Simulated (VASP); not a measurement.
Set up this calculation in VASP 6.6.1, as the native input.

```
Task                   : single point
Functional             : PBE
Potentials or basis    : VASP PAW PBE potentials, release 64 (Ti_sv, C)
Cutoff                 : 520 eV
k mesh                 : 9 × 9 × 1
Occupations            : gaussian, width 0.1 eV
Spin                   : no spin polarisation
Dipole correction      : yes
Further INCAR settings : ALGO = Normal; EDIFF = 1e-07; NBANDS = 28
```

The structure of Ti3C lies in POSCAR:

```
Ti3C
1.0
    2.9075446938      0.0000000000      0.0000000000
   -1.4537723469      2.5180075675      0.0000000000
    0.0000000000      0.0000000000     19.9935259089
Ti C
3 1
Direct
    0.6666666667      0.3333333334      0.2000647619
    0.3333333333      0.6666666666      0.3124429307
    0.0000000000      0.0000000000      0.4248138096
    0.3333333333      0.1666666666      0.5066859682
```

The input as run:

INCAR

```
SYSTEM = Ti3C
ALGO     = Normal         ! electronic algorithm
DIPOL    = 0.5 0.5 0.361
EDIFF    = 1E-7           ! SCF threshold, eV
ENCUT    = 520            ! plane-wave cutoff, eV
GGA      = PE             ! functional
IDIPOL   = 3            
ISIF     = 2              ! what is computed and relaxed
ISMEAR   = 0              ! smearing method
LASPH    = .TRUE.         ! aspherical terms in the spheres
LCHARG   = .FALSE.        ! write CHGCAR
LDIPOL   = .TRUE.       
LREAL    = .FALSE.        ! projectors in reciprocal space
LWAVE    = .FALSE.        ! write WAVECAR
NBANDS   = 28             ! bands
NELM     = 100            ! most SCF steps
PREC     = Accurate       ! precision mode
SIGMA    = 0.1            ! smearing width, eV
```

KPOINTS

```
k-points
0
G
  9 9 1
  0 0 0
```

Potentials or basis: VASP PAW PBE potentials, release 64 (Ti_sv, C).

The run is started by

```bash
$ cat potpaw_PBE.64/Ti_sv/POTCAR potpaw_PBE.64/C/POTCAR > POTCAR
$ mpirun -np 1 vasp_std > vasp.out
```

Results of the run:

| Item | Value |
| --- | --- |
| Largest force | 2.099 eV/Å |
| Band gap on the k mesh | zero (band 20 reaches 0.43 eV, above the bottom of band 21 at -0.50 eV) |

It took 6 min on 1 thread of AMD EPYC 7R43 64-Core Processor (Zen 3), on a shared host, peak memory 0.27 GiB.
